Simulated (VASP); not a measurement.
# Cu5Mo (P-6m2) in VASP: a series of runs

The runs below take Cu5Mo through single point, with PBE.

Program: VASP 6.6.1. These are calculated values, not measurements. Logs are shortened: lines on timing, memory, paths and dates and some standing lists are left out, and cuts for length are marked.

### 1 The cell of the first run

Symmetry: P-6m2, No. 187, hexagonal system. The conventional cell has a = 2.642 Å, b = 2.642 Å, c = 12.701 Å, α = 90.00°, β = 90.00°, γ = 120.00°. Within 3.4 Å of Cu (site symmetry 3m) lie 9 Cu at 2.56 to 2.64 Å and 3 Mo at 2.72 Å. Within 3.4 Å of Cu (site symmetry 3m) lie 12 Cu at 2.55 to 2.64 Å. Within 3.4 Å of Cu (site symmetry -6m2) lie 12 Cu at 2.55 to 2.64 Å. Mo (site symmetry -6m2) has 6 Mo at 2.64 Å and 6 Cu at 2.72 Å within 3.5 Å.

The cell was built from a structure type or drawn by symmetry, and may not be a known phase.

### 2 Single point, PBE

INCAR

```
SYSTEM = Cu5Mo
PREC = Accurate
ENCUT = 600
EDIFF = 1E-6
ISMEAR = 0
SIGMA = 0.2
LREAL = .FALSE.
LASPH = .TRUE.
NELM = 120
ALGO = Normal
ISIF = 2
LWAVE = .FALSE.
LCHARG = .FALSE.
GGA = PE
NBANDS = 44
GGA_COMPAT = .FALSE.
```

KPOINTS

```
Automatic mesh
0
G
  6 6 2
  0 0 0
```

POSCAR

```
Cu5Mo
1.0
    2.6415711464      0.0000000000      0.0000000000
   -1.3207855732      2.2876677186      0.0000000000
    0.0000000000      0.0000000000     12.7008144434
Cu Mo
5 1
Direct
    0.3333333333      0.6666666667      0.8225039831
    0.0000000000      0.0000000000      0.6605902862
    0.3333333333      0.6666666667      0.5000000000
    0.0000000000      0.0000000000      0.3394097138
    0.3333333333      0.6666666667      0.1774960169
    0.0000000000      0.0000000000      0.0000000000
```

Potentials or basis: VASP PAW PBE potentials, release 64 (Cu, Mo_sv).

Launch:

```sh
> cat potpaw_PBE.64/Cu/POTCAR potpaw_PBE.64/Mo_sv/POTCAR > POTCAR
> mpirun -np 1 vasp_std > vasp.out
```

OUTCAR:

```text
SYSTEM = Cu5Mo
   PREC = Accurate
   ENCUT = 600
   EDIFF = 1E-6
   ISMEAR = 0
   LREAL = .FALSE.
   LASPH = .TRUE.
   NELM = 120
   ISIF = 2
   GGA = PE

 ion  position               nearest neighbor table
   1  0.333  0.667  0.823-   2 2.56   2 2.56   2 2.56   6 2.72   6 2.72   6 2.72
   2  0.000  0.000  0.661-   3 2.55   3 2.55   3 2.55   1 2.56   1 2.56   1 2.56
   3  0.333  0.667  0.500-   2 2.55   4 2.55   2 2.55   4 2.55   2 2.55   4 2.55
   4  0.000  0.000  0.339-   3 2.55   3 2.55   3 2.55   5 2.56   5 2.56   5 2.56
   5  0.333  0.667  0.177-   4 2.56   4 2.56   4 2.56   6 2.72   6 2.72   6 2.72
   6  0.000  0.000  0.000-   1 2.72   5 2.72   1 2.72   5 2.72   1 2.72   5 2.72

  LATTYP: Found a hexagonal cell.
 ALAT       =     2.6415711464
 C/A-ratio  =     4.8080531394

  Lattice vectors:

 A1 = (   2.6415711464,   0.0000000000,   0.0000000000)
 A2 = (  -1.3207855732,   2.2876677186,   0.0000000000)
 A3 = (   0.0000000000,   0.0000000000,  12.7008144434)

Analysis of symmetry for initial positions (statically):
=====================================================================
 Subroutine PRICEL returns:
 Original cell was already a primitive cell.

 Routine SETGRP: Setting up the symmetry group for a
 hexagonal supercell.

 Subroutine GETGRP returns: Found 12 space group operations
 (whereof 12 operations were pure point group operations)
 out of a pool of 24 trial point group operations.

The static configuration has the point symmetry D_3h.

Analysis of symmetry for dynamics (positions and initial velocities):
=====================================================================
 Subroutine PRICEL returns:
 Original cell was already a primitive cell.

 Routine SETGRP: Setting up the symmetry group for a
 hexagonal supercell.

 Subroutine GETGRP returns: Found 12 space group operations
 (whereof 12 operations were pure point group operations)
 out of a pool of 24 trial point group operations.

The dynamic configuration has the point symmetry D_3h.

 Subroutine INISYM returns: Found 12 space group operations
 (whereof 12 operations are pure point group operations),
 and found     1 'primitive' translations

----------------------------------------------------------------------------------------

                                     Primitive cell

  volume of cell :      76.7515

  direct lattice vectors                    reciprocal lattice vectors
     2.641571146  0.000000000  0.000000000     0.378562584  0.218563210  0.000000000
    -1.320785573  2.287667719  0.000000000     0.000000000  0.437126420  0.000000000
     0.000000000  0.000000000 12.700814443     0.000000000  0.000000000  0.078735108

  length of vectors
     2.641571146  2.641571146 12.700814443     0.437126420  0.437126420  0.078735108

  position of ions in fractional coordinates (direct lattice)
     0.333333333  0.666666667  0.822503983
     0.000000000  0.000000000  0.660590286
     0.333333333  0.666666667  0.500000000
     0.000000000  0.000000000  0.339409714
     0.333333333  0.666666667  0.177496017
     0.000000000  0.000000000  0.000000000

  ion indices of the primitive-cell ions
   primitive index   ion index
                 1           1
                 2           2
                 3           3
                 4           4
                 5           5
                 6           6

----------------------------------------------------------------------------------------

 KPOINTS: Automatic mesh

Automatic generation of k-mesh.
 Grid dimensions read from file:
 generate k-points for:    6    6    2

 Generating k-lattice:

  Cartesian coordinates                     Fractional coordinates (reciprocal lattice)
     0.063093764  0.036427202  0.000000000     0.166666667  0.000000000  0.000000000
     0.000000000  0.072854403  0.000000000     0.000000000  0.166666667  0.000000000
     0.000000000  0.000000000  0.039367554     0.000000000  0.000000000  0.500000000

  Length of vectors
     0.072854403  0.072854403  0.039367554

  Shift w.r.t. Gamma in fractional coordinates (k-lattice)
     0.000000000  0.000000000  0.000000000

 Subroutine IBZKPT returns following result:
 ===========================================

 Found     14 irreducible k-points:

 Following reciprocal coordinates:
            Coordinates               Weight
  0.000000  0.000000  0.000000      1.000000
  0.166667 -0.000000  0.000000      6.000000
  0.333333  0.000000  0.000000      6.000000
  0.500000  0.000000  0.000000      3.000000
  0.166667  0.166667  0.000000      6.000000
  0.333333  0.166667  0.000000     12.000000
  0.333333  0.333333  0.000000      2.000000
  0.000000  0.000000  0.500000      1.000000
  0.166667 -0.000000  0.500000      6.000000
  0.333333  0.000000  0.500000      6.000000
  0.500000  0.000000  0.500000      3.000000
  0.166667  0.166667  0.500000      6.000000
  0.333333  0.166667  0.500000     12.000000
  0.333333  0.333333  0.500000      2.000000
[... 40 lines left out ...]
  Fermi-wavevector in a.u.,A,eV,Ry     =   1.580019  2.985803 33.966392  2.496459
  Thomas-Fermi vector in A             =   2.680310
   LORBIT       =      0    0 simple, 1 ext, 2 COOP (PROOUT), +10 PAW based schemes
   GGA     = PE    functional components
   LHFCALC =     F    Hartree Fock is set to
   AEXX    =    0.0000 exact exchange contribution
   IVDW    =     0    specifies the selected vdW correction
   LEPSILON=     F    determine dielectric tensor
   LRPA    =     F    only Hartree local field effects (RPA)
 non-spin polarized calculation
 Gauss-broadening in eV      SIGMA  =   0.20
  energy-cutoff  :      600.00
  volume of cell :       76.75
 maximum number of plane-waves:      2580
 NGX is ok and might be reduce to    24
   NGX = 11   NGY = 11   NGZ = 51

 number of electron      68.9999977 magnetization

 Free energy of the ion-electron system (eV)
  ---------------------------------------------------
  ext. energy  EPLUGINS =         0.00000000
  ---------------------------------------------------
  free energy    TOTEN  =       -28.67563796 eV

  energy without entropy =      -28.61417651  energy(sigma->0) =      -28.64490723

 E-fermi :   8.2917     XC(G=0): -12.6929

 val. band max:        8.2841643103   @ k =   0.5000   0.0000   0.0000
 cond. band min:       8.4489747985   @ k =   0.1667  -0.0000   0.5000
 fundamental gap:      0.1648104882
 Fermi energy:         8.2916993067

 k-point     1 :       0.0000    0.0000    0.0000
  band No.  band energies     occupation
      1     -53.0685      2.00000
      2     -27.1991      2.00000
      3     -26.1292      2.00000
      4     -26.1292      2.00000
      5      -0.5501      2.00000
      6       0.3537      2.00000
[... 36 lines left out ...]
     43      18.9790      0.00000
     44      22.3212      0.00000

 k-point     2 :       0.1667   -0.0000    0.0000
  band No.  band energies     occupation
      1     -52.9885      2.00000
      2     -27.1240      2.00000
      3     -26.6095      2.00000
      4     -26.2371      2.00000
      5       0.2827      2.00000
      6       1.1022      2.00000
[... 36 lines left out ...]
     43      19.3417      0.00000
     44      21.5354      0.00000

 k-point     3 :       0.3333    0.0000    0.0000
  band No.  band energies     occupation
      1     -52.8247      2.00000
      2     -27.5128      2.00000
      3     -26.9711      2.00000
      4     -26.4470      2.00000
      5       2.3935      2.00000
      6       2.7068      2.00000
[... 36 lines left out ...]
     43      15.7987      0.00000
     44      16.6577      0.00000

 k-point     4 :       0.5000    0.0000    0.0000
  band No.  band energies     occupation
      1     -52.7408      2.00000
      2     -27.9408      2.00000
      3     -26.8932      2.00000
      4     -26.5493      2.00000
      5       2.8554      2.00000
      6       2.9727      2.00000
[... 412 lines left out ...]
     43      18.4636      0.00000
     44      18.5114      0.00000

 k-point    13 :       0.3333    0.1667    0.5000
  band No.  band energies     occupation
      1     -52.7412      2.00000
      2     -27.7192      2.00000
      3     -26.8935      2.00000
      4     -26.8054      2.00000
      5       3.3293      2.00000
      6       3.7371      2.00000
[... 36 lines left out ...]
     43      15.0642      0.00000
     44      16.4732      0.00000

 k-point    14 :       0.3333    0.3333    0.5000
  band No.  band energies     occupation
      1     -52.6992      2.00000
      2     -27.4151      2.00000
      3     -27.4087      2.00000
      4     -26.8546      2.00000
      5       4.0398      2.00000
      6       4.1682      2.00000
[... 36 lines left out ...]
     43      14.6423      0.00000
     44      14.9085      0.00000

------------------------ aborting loop because EDIFF is reached ----------------------------------------

  FORCE on cell =-STRESS in cart. coord.  units (eV):
  Direction    XX          YY          ZZ          XY          YZ          ZX
  --------------------------------------------------------------------------------------
  -------------------------------------------------------------------------------------
  Total        0.1831527      0.1831527      0.2980333      0.0000000     -0.0000000      0.0000000
  in kB        3.8232880      3.8232880      6.2214052      0.0000000     -0.0000000      0.0000000
  external PRESSURE =       4.6226604 kB  Pullay stress =       0.0000000 kB

 VOLUME and BASIS-vectors are now :
 -----------------------------------------------------------------------------
  energy-cutoff  :      600.00
  volume of cell :       76.75
      direct lattice vectors                 reciprocal lattice vectors
     2.641571146  0.000000000  0.000000000     0.378562584  0.218563210  0.000000000
    -1.320785573  2.287667719  0.000000000     0.000000000  0.437126420  0.000000000
     0.000000000  0.000000000 12.700814443     0.000000000  0.000000000  0.078735108

 POSITION                                       TOTAL-FORCE (eV/Angst)
 -----------------------------------------------------------------------------------
     -0.00000      1.52511     10.44647         0.000000     -0.000000     -0.011126
      0.00000      0.00000      8.39003         0.000000      0.000000     -0.005272
     -0.00000      1.52511      6.35041         0.000000      0.000000      0.000000
      0.00000      0.00000      4.31078         0.000000     -0.000000      0.005272
     -0.00000      1.52511      2.25434        -0.000000      0.000000      0.011126
      0.00000      0.00000      0.00000        -0.000000      0.000000      0.000000
 -----------------------------------------------------------------------------------
    total drift:                                0.000000     -0.000000     -0.000000

  FREE ENERGIE OF THE ION-ELECTRON SYSTEM (eV)
  ---------------------------------------------------
  free  energy   TOTEN  =       -28.6756379577 eV

  energy  without entropy=      -28.6141765051  energy(sigma->0) =      -28.64490723
```

Run time: 1.8 min. Hardware: 1 thread of AMD EPYC 9R45 (Zen 5), shared host; peak memory 0.21 GiB.

Results:

```
Free energy            : -28.6756 eV
Pressure               : 0.5 GPa
Largest force          : 0.011 eV/Å
Band gap on the k mesh : zero (an odd number of electrons rules out a gap without spin polarisation)
```

Forces on the atoms (eV/Å):
```
Cu   0.000  0.000 -0.011
Cu   0.000  0.000 -0.005
Cu   0.000  0.000  0.000
Cu   0.000  0.000  0.005
Cu   0.000  0.000  0.011
Mo   0.000  0.000  0.000
```

Caveat: the k points lie up to 0.46 Å⁻¹ apart, too coarse for converged energies and pressures of a metal.

### 3 Single point, PBE

INCAR

```
PREC = Accurate
ENCUT = 600
EDIFF = 1E-6
ISMEAR = 0
SIGMA = 0.1
LREAL = False
LASPH = True
NELM = 120
ALGO = Normal
ISIF = 2
LWAVE = False
LCHARG = True
GGA = PE
LELF = True
LVHAR = True
NBANDS = 44
GGA_COMPAT = False
```

KPOINTS

```
regular mesh
0
Gamma
  6 6 2
```

POSCAR

```
Cu5Mo
1.0
    2.6402807351      0.0000000000      0.0000000000
   -1.3201403675      2.2865501897      0.0000000000
    0.0000000000      0.0000000000     12.7058308855
Cu Mo
5 1
Direct
    0.6666666667      0.3333333333      0.8224684268
    0.0000000000      0.0000000000      0.6604889080
    0.6666666667      0.3333333333      0.5000000000
    0.0000000000      0.0000000000      0.3395110920
    0.6666666667      0.3333333333      0.1775315732
    0.0000000000      0.0000000000      0.0000000000
```

Potentials or basis: VASP PAW PBE potentials, release 64 (Cu, Mo_sv).

Launch:

```sh
> cat potpaw_PBE.64/Cu/POTCAR potpaw_PBE.64/Mo_sv/POTCAR > POTCAR
> mpirun -np 1 vasp_std > vasp.out
```

Run time: 2 min. Hardware: 1 thread of AMD EPYC 9R45 (Zen 5), shared host; peak memory 0.21 GiB.

It converged, with:

```yaml
Free_energy: -28.6528 eV
Pressure: 0.5 GPa
Largest_force: 0.008 eV/Å
Band_gap_on_the_k_mesh: zero (an odd number of electrons rules out a gap without spin polarisation)
```

Forces in eV/Å, atoms in the order of the input:
```
Cu   0.000  0.000 -0.008
Cu   0.000  0.000 -0.002
Cu   0.000  0.000  0.000
Cu   0.000  0.000  0.002
Cu   0.000  0.000  0.008
Mo   0.000  0.000  0.000
```

Stress tensor (GPa, compression positive):
```
0.58 0.00 0.00
0.00 0.58 0.00
0.00 0.00 0.39
```

Levels at points of the mesh, in eV from the Fermi level:
```csv
k point,band 32,band 33,band 34,band 35,band 36,band 37
"(0.00, 0.00, 0.00)",-1.81,-1.81,-1.63,-1.63,-0.95,-0.95
"(0.50, 0.00, 0.00)",-0.77,-0.03,0.00,1.04,1.17,1.29
"(0.00, 0.00, 0.50)",-1.79,-1.64,-1.64,-1.52,-1.21,-0.95
"(0.50, 0.00, 0.50)",-1.02,-0.11,0.59,0.65,1.28,1.29
```

Caveat: the k points lie up to 0.46 Å⁻¹ apart, too coarse for converged energies and pressures of a metal.

### 4 Single point, PBE

INCAR

```
SYSTEM = Cu5Mo
PREC = Accurate
ENCUT = 520
EDIFF = 1E-6
ISMEAR = 0
SIGMA = 0.2
LREAL = .False.
LASPH = .True.
NELM = 100
ALGO = Normal
ISIF = 2
LWAVE = .False.
LCHARG = .True.
GGA = PE
LELF = .True.
LVHAR = .True.
NBANDS = 44
```

KPOINTS

```
regular mesh
0
Gamma
  6 6 2
  0 0 0
```

Changes to POSCAR since step 3:

```diff
@@ -2,4 +2,4 @@
 1.0
-    2.6402807351      0.0000000000      0.0000000000
-   -1.3201403675      2.2865501897      0.0000000000
+    2.6402807351      0.0000000026      0.0000000000
+   -1.3201403697      2.2865501884      0.0000000000
     0.0000000000      0.0000000000     12.7058308855
```

Launch:

```sh
> cat potpaw_PBE.64/Cu/POTCAR potpaw_PBE.64/Mo_sv/POTCAR > POTCAR
> mpirun -np 1 vasp_std > vasp.out
```

It took 71 s on 1 thread of Intel Xeon Platinum 8375C at 2.90GHz (Ice Lake), shared host; peak memory 0.2 GiB.

The run converged. Its results:

| Property | Result |
| --- | --- |
| Free energy | -28.6754 eV |
| Pressure | 0.6 GPa |
| Largest force | 0.011 eV/Å |
| Band gap on the k mesh | zero (an odd number of electrons rules out a gap without spin polarisation) |

Forces on the atoms (eV/Å):
```
Cu   0.000  0.000 -0.011
Cu   0.000  0.000  0.003
Cu   0.000  0.000  0.000
Cu   0.000  0.000 -0.003
Cu   0.000  0.000  0.011
Mo   0.000  0.000  0.000
```

Levels at points of the mesh, in eV from the Fermi level:
```csv
k point,band 30,band 31,band 32,band 33,band 34,band 35,band 36,band 37,band 38,band 39
"(0.00, 0.00, 0.00)",-2.07,-2.07,-1.82,-1.82,-1.65,-1.65,-0.89,-0.89,-0.38,2.51
"(0.50, 0.00, 0.00)",-1.48,-1.45,-0.76,-0.03,-0.01,1.04,1.17,1.34,1.59,3.69
"(0.00, 0.00, 0.50)",-2.10,-1.80,-1.80,-1.65,-1.65,-1.50,-1.20,-0.89,-0.89,2.51
"(0.50, 0.00, 0.50)",-1.50,-1.48,-1.01,-0.12,0.60,0.65,1.27,1.34,1.59,3.54
```

Caveat: the k points lie up to 0.46 Å⁻¹ apart, too coarse for converged energies and pressures of a metal.

### 5 Single point, PBE

This run uses another cell than the first one, of 12.84 Å³/atom.

INCAR

```
  PREC = Accurate
  ENCUT = 520
  EDIFF = 1E-6
  ISMEAR = 0
  SIGMA = 0.1
  LREAL = F
  LASPH = T
  NELM = 80
  ALGO = Fast
  ISIF = 2
  LWAVE = F
  LCHARG = F
  GGA = PE
  NBANDS = 44
```

KPOINTS

```
regular mesh
0
Gamma
  12 12 4
```

POSCAR

```
Cu5Mo
1.0
    2.6331810883      0.0000000000      0.0000000000
   -1.3165905441      2.2804017153      0.0000000000
    0.0000000000      0.0000000000     12.8271467918
Cu Mo
5 1
Direct
    0.6666666667      0.3333333333      0.8222614233
    0.0000000000      0.0000000000      0.6606752123
    0.6666666667      0.3333333333      0.5000000000
    0.0000000000      0.0000000000      0.3393247877
    0.6666666667      0.3333333333      0.1777385767
    0.0000000000      0.0000000000      0.0000000000
```

Launch:

```sh
> cat potpaw_PBE.64/Cu/POTCAR potpaw_PBE.64/Mo_sv/POTCAR > POTCAR
> mpirun -np 1 vasp_std > vasp.out
```

Run time: 4.4 min. Hardware: 1 thread of Intel Xeon Platinum 8375C at 2.90GHz (Ice Lake), shared host; peak memory 0.29 GiB.

Results (log left out):

```yaml
Free_energy: -28.7578 eV
Pressure: 0.4 GPa
Largest_force: 0.009 eV/Å
Band_gap_on_the_k_mesh: zero (an odd number of electrons rules out a gap without spin polarisation)
```

Forces on the atoms (eV/Å):
```
Cu   0.000  0.000 -0.009
Cu   0.000  0.000 -0.002
Cu   0.000  0.000  0.000
Cu   0.000  0.000  0.002
Cu   0.000  0.000  0.009
Mo   0.000  0.000  0.000
```

Levels at points of the mesh, in eV from the Fermi level:
```
           k point  band 30  band 31  band 32  band 33  band 34  band 35  band 36  band 37  band 38  band 39
(0.00, 0.00, 0.00)    -2.05    -2.05    -1.81    -1.81    -1.66    -1.66    -0.48    -0.48    -0.43     2.86
(0.50, 0.00, 0.00)    -1.49    -1.40    -0.68     0.01     0.02     1.09     1.21     1.66     1.77     3.81
(0.00, 0.00, 0.50)    -2.07    -1.80    -1.80    -1.66    -1.66    -1.50    -1.26    -0.48    -0.48     2.86
(0.50, 0.00, 0.50)    -1.50    -1.49    -0.92    -0.10     0.63     0.69     1.30     1.66     1.78     3.65
```

### 6 Overview

```tsv
cell	k mesh	cutoff (eV)	smearing	gap on the mesh (eV)	pressure (GPa)	largest force (eV/Å)
a = 2.642, b = 2.642, c = 12.701 Å, angles 90.0, 90.0, 120.0°, 6 atoms	6 × 6 × 2	600	gaussian 0.2 eV	none	0.5	0.01
a = 2.640, b = 2.640, c = 12.706 Å, angles 90.0, 90.0, 120.0°, 6 atoms	6 × 6 × 2	600	gaussian 0.1 eV	none	0.5	0.01
a = 2.640, b = 2.640, c = 12.706 Å, angles 90.0, 90.0, 120.0°, 6 atoms	6 × 6 × 2	520	gaussian 0.2 eV	none	0.6	0.01
a = 2.633, b = 2.633, c = 12.827 Å, angles 90.0, 90.0, 120.0°, 6 atoms	12 × 12 × 4	520	gaussian 0.1 eV	none	0.4	0.01
```

Alike in all rows: task single point; level PBE; potentials or basis VASP PAW PBE potentials, release 64 (Cu, Mo_sv); no spin polarisation.

Caveats: some runs use coarse meshes.

Absolute energies hang on the potentials; compare differences alone.
